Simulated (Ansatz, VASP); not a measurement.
SnSe2: VASP beside Ansatz

```
CELL_PARAMETERS angstrom
3.81100 0.00000 0.00000
-1.90550 3.30042 0.00000
0.00000 0.00000 6.13600
ATOMIC_POSITIONS crystal
Sn 0.00000 0.00000 0.00000
Se 0.66667 0.33333 0.75100
Se 0.33333 0.66667 0.24900
```

Alike in both runs: task single point; functional PBE-based screened hybrid with a share of 0.15 of exact exchange and HFSCREEN = 0.2078699; k mesh 5 × 5 × 3; occupations fermi-dirac, width 0.05 eV; no spin polarisation.

|  | VASP | Ansatz |
| --- | --- | --- |
| version | VASP 6.6.1 | Ansatz 0.2.0 |
| potentials or method | VASP PAW PBE potentials, release 64 (Sn_d, Se) | Ansatz PAW |
| plane-wave cutoff (eV) | 400 | 420 |
| valence electrons in the cell | 26 | 46 |

```tsv
	VASP	Ansatz	Ansatz less VASP
gap on the k mesh at the Fermi level (eV)	1.22	1.22	+0.001
least direct gap on the mesh (eV)	1.57	1.58	+0.010
pressure (GPa)	3.9	4.0	+0.08
traceless stress, the component that is largest in VASP (GPa)	0.84	0.84	+0.004
rms of the force components (eV/Å)	0.225	0.225	+0.0007
```

VASP's potentials were made for PBE, not for PBE-based screened hybrid. Atom by atom the forces differ by 0.001 eV/Å (rms over components). VASP's potentials hold 26 valence electrons a cell and Ansatz's 46, so a difference there can come from the potentials and not from the codes.

Noted on Ansatz's run: odd divisions of the mesh miss points on the zone boundary, where band edges often lie, so the gap on the mesh can be too wide.
